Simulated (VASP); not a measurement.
Set up this calculation in VASP 6.6.1, as the native input.

```
Task                   : single point
Functional             : PBE
Potentials or basis    : VASP PAW PBE potentials, release 64 (Li_sv, Nb_sv, O)
Cutoff                 : 520 eV
k mesh                 : 6 × 6 × 6
Occupations            : gaussian, width 0.05 eV
Spin                   : no spin polarisation
Dipole correction      : no
Further INCAR settings : ALGO = Normal; EDIFF = 1e-06; NBANDS = 45
```

The structure of LiNbO3 lies in POSCAR:

```
LiNbO3
1.0
    2.6359189651      1.5218485241      4.7455595027
   -2.6359189651      1.5218485241      4.7455595027
    0.0000000000     -3.0436970481      4.7455595027
Li Nb O
2 2 6
Direct
    0.2815913687      0.2815913687      0.2815913687
    0.7815913687      0.7815913687      0.7815913687
    0.0004900497      0.0004900497      0.0004900497
    0.5004900497      0.5004900497      0.5004900497
    0.1104619503      0.3580262714      0.7211003599
    0.7211003599      0.1104619503      0.3580262714
    0.3580262714      0.7211003599      0.1104619503
    0.2211003599      0.8580262714      0.6104619503
    0.8580262714      0.6104619503      0.2211003599
    0.6104619503      0.2211003599      0.8580262714
```

This cell differs from its parent crystal: volume 11.422 Å^3 an atom, c/a of the conventional cell 2.7005.

One way to write it, as run:

INCAR

```
  ALGO = Normal
  EDIFF = 1E-6
  ENCUT = 520
  GGA = PE
  ISIF = 2
  ISMEAR = 0
  LASPH = True
  LCHARG = False
  LREAL = False
  LWAVE = False
  NBANDS = 45
  NELM = 100
  PREC = Accurate
  SIGMA = 0.05
```

KPOINTS

```
k-points
0
Gamma
  6 6 6
```

Potentials or basis: VASP PAW PBE potentials, release 64 (Li_sv, Nb_sv, O).

The run is started by

```sh
$ cat potpaw_PBE.64/Li_sv/POTCAR potpaw_PBE.64/Nb_sv/POTCAR potpaw_PBE.64/O/POTCAR > POTCAR
$ mpirun -np 1 vasp_std > vasp.out
```

It gave:

The largest force is 0.583 eV/Å and the band gap on the k mesh is 3.34 eV, indirect (least direct gap 3.37 eV).

Wall time 8.1 min on 1 thread of AMD EPYC 7R13 Processor (Zen 3) (shared host), peak memory 0.29 GiB.
